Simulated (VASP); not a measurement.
# Ni (Fm-3m) in VASP: further runs

The runs below take Ni through single point, with PBE.

Everything below comes from runs of VASP 6.6.1. Logs are shortened: lines on timing, memory, paths and dates and some standing lists are left out, and cuts for length are marked.

### 1 The cell of the first run

The structure is cubic, space group Fm-3m (No. 225). Conventional cell: a = 3.536 Å, b = 3.536 Å, c = 3.536 Å, α = 90.00°, β = 90.00°, γ = 90.00°. Ni (site symmetry m-3m) has 12 Ni at 2.50 Å within 3.3 Å.

### 2 Single point, PBE, collinear spin, ferromagnetic start

File INCAR:

```
PREC = Accurate ; ENCUT = 600
EDIFF = 1E-6 ; ISMEAR = 1
SIGMA = 0.06802846561497 ; LREAL = F
LASPH = T ; NELM = 200
ALGO = Normal ; ISIF = 2
LWAVE = F ; LCHARG = F
ISPIN = 2 ; MAGMOM = 0.81
LORBIT = 11 ; LMAXMIX = 4
GGA = PE ; ISYM = 0
NBANDS = 15 ; GGA_COMPAT = F
```

File KPOINTS:

```
Automatic mesh
0
Gamma
  1 4 1
  0.5 0.5 0.5
```

File POSCAR:

```
Ni
1.0
    0.0000000000      1.7679500000      1.7679500000
    1.7679500000      0.0000000000      1.7679500000
    1.7679500000      1.7679500000      0.0000000000
Ni
1
Direct
    0.0000000000      0.0000000000      0.0000000000
```

Potentials or basis: VASP PAW PBE potentials, release 64 (Ni).

Launch:

```sh
cat potpaw_PBE.64/Ni/POTCAR > POTCAR
mpirun -np 1 vasp_std > vasp.out
```

OUTCAR:

```text
PREC = Accurate
   ENCUT = 600
   EDIFF = 1E-6
   ISMEAR = 1
   LREAL = F
   LASPH = T
   NELM = 200
   ISIF = 2
   ISPIN = 2
   LORBIT = 11
   GGA = PE
   ISYM = 0

 ion  position               nearest neighbor table
   1  0.000  0.000  0.000-

IMPORTANT INFORMATION: All symmetrisations will be switched off!
NOSYMM: (Re-)initialisation of all symmetry stuff for point group C_1.

----------------------------------------------------------------------------------------

                                     Primitive cell

  volume of cell :      11.0520

  direct lattice vectors                    reciprocal lattice vectors
     0.000000000  1.767950000  1.767950000    -0.282813428  0.282813428  0.282813428
     1.767950000  0.000000000  1.767950000     0.282813428 -0.282813428  0.282813428
     1.767950000  1.767950000  0.000000000     0.282813428  0.282813428 -0.282813428

  length of vectors
     2.500258868  2.500258868  2.500258868     0.489847226  0.489847226  0.489847226

  position of ions in fractional coordinates (direct lattice)
     0.000000000  0.000000000  0.000000000

  ion indices of the primitive-cell ions
   primitive index   ion index
                 1           1

----------------------------------------------------------------------------------------

 KPOINTS: Automatic mesh

Automatic generation of k-mesh.
 Grid dimensions read from file:
 generate k-points for:    1    4    1

 Generating k-lattice:

  Cartesian coordinates                     Fractional coordinates (reciprocal lattice)
    -0.282813428  0.282813428  0.282813428     1.000000000  0.000000000  0.000000000
     0.070703357 -0.070703357  0.070703357     0.000000000  0.250000000  0.000000000
     0.282813428  0.282813428 -0.282813428     0.000000000  0.000000000  1.000000000

  Length of vectors
     0.489847226  0.122461807  0.489847226

  Shift w.r.t. Gamma in fractional coordinates (k-lattice)
     0.500000000  0.500000000  0.500000000

 -----------------------------------------------------------------------------
|                                                                             |
|           W    W    AA    RRRRR   N    N  II  N    N   GGGG   !!!           |
|           W    W   A  A   R    R  NN   N  II  NN   N  G    G  !!!           |
|           W    W  A    A  R    R  N N  N  II  N N  N  G       !!!           |
|           W WW W  AAAAAA  RRRRR   N  N N  II  N  N N  G  GGG   !            |
|           WW  WW  A    A  R   R   N   NN  II  N   NN  G    G                |
|           W    W  A    A  R    R  N    N  II  N    N   GGGG   !!!           |
|                                                                             |
|     Your reciprocal lattice and k-lattice belong to different lattice       |
|     classes:                                                                |
|                                                                             |
[... 88 lines left out ...]
 E-fermi :  10.5196     XC(G=0): -13.0132

 val. band max:       10.4541298953   @ k =   0.5000   0.1250   0.5000
 cond. band min:      10.5846255734   @ k =   0.5000   0.3750   0.5000
 fundamental gap:      0.1304956781
 Fermi energy:        10.5195820582

 spin component 1

 k-point     1 :       0.5000    0.1250    0.5000
  band No.  band energies     occupation
      1       5.2318      1.00000
      2       6.6237      1.00000
      3       8.6082      1.00000
      4      10.0665      1.00000
      5      10.4541      1.02074
      6      11.8032     -0.00000
      7      20.1212      0.00000
      8      21.4596      0.00000
      9      24.9700      0.00000
     10      30.2818      0.00000
     11      34.9823      0.00000
     12      50.4982      0.00000
     13      52.0647      0.00000
     14      57.7178      0.00000
[... 4 lines left out ...]
      1       5.4015      1.00000
      2       7.1533      1.00000
      3       8.4131      1.00000
      4       8.6871      1.00000
      5      10.2977      1.00002
      6      10.5846     -0.01995
      7      15.9925      0.00000
      8      28.6499      0.00000
      9      30.8599      0.00000
     10      31.7094      0.00000
     11      40.2635      0.00000
     12      40.3113      0.00000
     13      45.2472      0.00000
     14      49.6852      0.00000
     15      56.3008      0.00000
 Fermi energy:        10.5195820582

 spin component 2

 k-point     1 :       0.5000    0.1250    0.5000
  band No.  band energies     occupation
      1       5.2397      1.00000
      2       6.6242      1.00000
      3       8.6088      1.00000
      4      10.0634      1.00000
      5      10.4296      1.03417
      6      11.8168     -0.00000
      7      20.1292      0.00000
      8      21.4696      0.00000
      9      24.9806      0.00000
     10      30.2933      0.00000
     11      34.9924      0.00000
     12      50.5133      0.00000
     13      52.0819      0.00000
     14      57.7071      0.00000
[... 5 lines left out ...]
      2       7.1636      1.00000
      3       8.4140      1.00000
      4       8.6812      1.00000
      5      10.2773      1.00000
      6      10.5992     -0.03497
      7      15.9930      0.00000
      8      28.6621      0.00000
      9      30.8717      0.00000
     10      31.7211      0.00000
     11      40.2751      0.00000
     12      40.3278      0.00000
     13      45.2617      0.00000
     14      49.6953      0.00000
     15      56.3088      0.00000

------------------------ aborting loop because EDIFF is reached ----------------------------------------

  FORCE on cell =-STRESS in cart. coord.  units (eV):
  Direction    XX          YY          ZZ          XY          YZ          ZX
  --------------------------------------------------------------------------------------
  -------------------------------------------------------------------------------------
  Total        0.1140967      6.1962621      0.1140641      4.0411333      4.0411700      0.2539556
  in kB       16.5403138    898.2566322     16.5355939    585.8329995    585.8383095     36.8153034
  external PRESSURE =     310.4441800 kB  Pullay stress =       0.0000000 kB

 VOLUME and BASIS-vectors are now :
 -----------------------------------------------------------------------------
  energy-cutoff  :      600.00
  volume of cell :       11.05
      direct lattice vectors                 reciprocal lattice vectors
     0.000000000  1.767950000  1.767950000    -0.282813428  0.282813428  0.282813428
     1.767950000  0.000000000  1.767950000     0.282813428 -0.282813428  0.282813428
     1.767950000  1.767950000  0.000000000     0.282813428  0.282813428 -0.282813428

 POSITION                                       TOTAL-FORCE (eV/Angst)
 -----------------------------------------------------------------------------------
      0.00000      0.00000      0.00000        -0.000000      0.000000      0.000000
 -----------------------------------------------------------------------------------
    total drift:                               -0.000000      0.000000      0.000000

  FREE ENERGIE OF THE ION-ELECTRON SYSTEM (eV)
  ---------------------------------------------------
  free  energy   TOTEN  =        -2.0121631887 eV

  energy  without entropy=       -2.0195832499  energy(sigma->0) =       -2.01463654

 total charge

# of ion       s       p       d       tot
------------------------------------------
    1        0.247   0.510   8.591   9.348

 magnetization (x)

# of ion       s       p       d       tot
------------------------------------------
    1        0.000   0.003  -0.004  -0.001
```

OSZICAR:

```text
N       E                     dE             d eps       ncg     rms          rms(c)
DAV:   1     0.375615475991E+02    0.37562E+02   -0.47673E+03   136   0.941E+02
[... 22 lines left out ...]
DAV:  24    -0.201195612617E+01    0.17306E-03   -0.38440E-04   162   0.202E-01    0.205E-01
DAV:  25    -0.201206284624E+01   -0.10672E-03   -0.19891E-05   155   0.416E-02    0.138E-01
DAV:  26    -0.201209354175E+01   -0.30696E-04   -0.39584E-06   130   0.154E-02    0.106E-01
DAV:  27    -0.201208839594E+01    0.51458E-05   -0.13628E-05   176   0.588E-02    0.949E-02
DAV:  28    -0.201213629720E+01   -0.47901E-04   -0.18002E-05   141   0.345E-02    0.663E-02
DAV:  29    -0.201216222939E+01   -0.25932E-04   -0.67104E-06   169   0.269E-02    0.451E-02
DAV:  30    -0.201216318872E+01   -0.95933E-06   -0.29917E-06   161   0.272E-02
   1 F= -.20121632E+01 E0= -.20146365E+01  d E =0.742006E-02  mag=    -0.0013
```

It took 8.1 s on 1 thread of AMD EPYC 7R13 (Zen 3), shared host; peak memory 0.1 GiB.

The run converged, but its numbers aren't listed here, since they failed a check.

Caveat: the k points lie up to 3.08 Å⁻¹ apart; the mesh shows a gap though the element is a metal.

### 3 Single point, PBE, collinear spin, ferromagnetic start

File INCAR:

```
PREC     = Accurate       # precision mode
ENCUT    = 600            # plane-wave cutoff, eV
EDIFF    = 1E-6           # SCF threshold, eV
ISMEAR   = 1              # smearing method
SIGMA    = 0.18           # smearing width, eV
LREAL    = False          # projectors in reciprocal space
LASPH    = True           # aspherical terms in the spheres
NELM     = 200            # most SCF steps
ALGO     = Normal         # electronic algorithm
ISIF     = 2              # what is computed and relaxed
LWAVE    = False          # write WAVECAR
LCHARG   = False          # write CHGCAR
ISPIN    = 2              # spin polarisation
MAGMOM   = 0.81           # initial moments
LORBIT   = 11             # projections on sites
LMAXMIX  = 4              # l up to which the mixer works
GGA      = PE             # functional
ISYM     = 0            
NBANDS   = 15             # bands
GGA_COMPAT= False
```

File KPOINTS:

```
Automatic mesh
0
Gamma
  2 2 2
  0.5 0.5 0
```

POSCAR is that of step 2.

Potentials or basis: VASP PAW PBE potentials, release 64 (Ni).

Launch:

```sh
cat potpaw_PBE.64/Ni/POTCAR > POTCAR
mpirun -np 1 vasp_std > vasp.out
```

Wall time 7 s (1 thread of AMD EPYC 7R13 (Zen 3), shared host); peak memory 0.1 GiB.

Results (log left out):

| Property | Result |
| --- | --- |
| Free energy | -6.1439 eV |
| Pressure | -17.3 GPa |
| Band gap on the k mesh | zero (filled and empty bands overlap) |
| Net moment | 0.00 μB per cell |
| Valence electrons inside the program's atomic spheres | Ni 9.26 |

Levels at points of the mesh, in eV from the Fermi level:
Spin up:
```tsv
k point	band 1	band 2	band 3	band 4	band 5	band 6	band 7	band 8	band 9	band 10
(0.25, 0.25, 0.00)	-5.36	-2.47	-1.09	-0.74	-0.74	-0.16	19.75	19.75	20.60	21.35
```
Spin down:
| k point | band 2 | band 3 | band 4 | band 5 | band 6 | band 7 | band 8 | band 9 |
| --- | --- | --- | --- | --- | --- | --- | --- | --- |
| (0.25, 0.25, 0.00) | -2.47 | -1.09 | -0.74 | -0.74 | -0.16 | 19.75 | 19.75 | 20.60 |

Caveat: the k points lie up to 1.54 Å⁻¹ apart.

(Part 1 of 2 ends here.)
